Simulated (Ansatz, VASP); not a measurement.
## Two plane-wave programs on Ge

```xyz
10
Lattice="3.9970 0.0000 0.0000 -1.9985 3.4615 0.0000 0.0000 0.0000 29.0227" Properties=species:S:1:pos:R:3 pbc="T T T"
Ge    1.9985    1.1538    7.5000
Ge    0.0000    2.3077    8.3300
Ge    0.0000    2.3077   10.7982
Ge    1.9985    1.1538   11.6282
Ge    1.9985    1.1538   14.0964
Ge    0.0000    2.3077   14.9263
Ge    0.0000    2.3077   17.3945
Ge    1.9985    1.1538   18.2245
Ge    1.9985    1.1538   20.6927
Ge    0.0000    2.3077   21.5227
```

Alike in both runs: task single point; functional PBEsol; k mesh 9 × 9 × 1; occupations gaussian, width 0.1 eV; no spin polarisation.

|  | VASP | Ansatz |
| --- | --- | --- |
| version | VASP 6.6.1 | Ansatz 0.2.0 |
| potentials or method | VASP PAW PBE potentials, release 64 (Ge_d), cutoff 520 eV | scalar-relativistic, plane waves, PAW |
| valence electrons in the cell | 140 | 140 |

Ansatz gave:

* gap on the k mesh at the Fermi level (eV): none
* rms of the force components (eV/Å): 0.070
* work function, face that differs most (eV): 4.77

Q: Which values does VASP return?

A: gap on the k mesh at the Fermi level (eV): none; rms of the force components (eV/Å): 0.072; work function, face that differs most (eV): 4.76.

VASP's potentials were made for PBE, not for PBEsol. Atom by atom the forces differ by 0.002 eV/Å (rms over components). A gap of «none» marks a metal or a gap that the smearing closes. The functional is the same, so the differences come from potentials, cutoffs and numerics.
